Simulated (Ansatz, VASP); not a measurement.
**WSe2: VASP beside Ansatz**

```xyz
6
Lattice="3.2057 0.0000 0.0000 -1.6028 2.7762 0.0000 0.0000 0.0000 12.9592" Properties=species:S:1:pos:R:3 pbc="T T T"
W     1.6028    0.9254    9.7194
W     0.0000    1.8508    3.2398
Se    0.0000    1.8508   11.4167
Se    1.6028    0.9254    4.9371
Se    0.0000    1.8508    8.0221
Se    1.6028    0.9254    1.5425
```

Change from the starting cell: equal strain along all axes, cell held, atoms relaxed: -2.0 %.

Alike in both runs: functional PBEsol; k mesh 12 × 12 × 2; occupations gaussian, width 0.02 eV; no spin polarisation.

Ansatz relaxed the structure, and its values are those at the end. VASP's run is a single point on that final structure, the one shown.

|  | VASP | Ansatz |
| --- | --- | --- |
| version | VASP 6.6.1 | Ansatz 0.2.0 |
| potentials or method | VASP PAW PBE potentials, release 64 (W_sv, Se), cutoff 520 eV | scalar-relativistic, plane waves, PAW |
| valence electrons in the cell | 52 | 92 |

VASP gave:

| Quantity | Value |
| --- | --- |
| gap on the k mesh at the Fermi level (eV) | 0.95 |
| least direct gap on the mesh (eV) | 1.81 |
| pressure (GPa) | 4.5 |
| rms of the force components (eV/Å) | 0.031 |

Q: Estimate Ansatz's values.

A: gap on the k mesh at the Fermi level (eV): 0.96; least direct gap on the mesh (eV): 1.81; pressure (GPa): 4.0; rms of the force components (eV/Å): 0.000.

VASP's potentials were made for PBE, not for PBEsol. With one functional, cell and mesh, what is left measures potentials, basis and numerics. VASP's potentials hold 52 valence electrons a cell and Ansatz's 92, so a difference there can come from the potentials and not from the codes. Ansatz's warnings: stress scf threshold loose.

Neither program's run includes spin-orbit coupling.
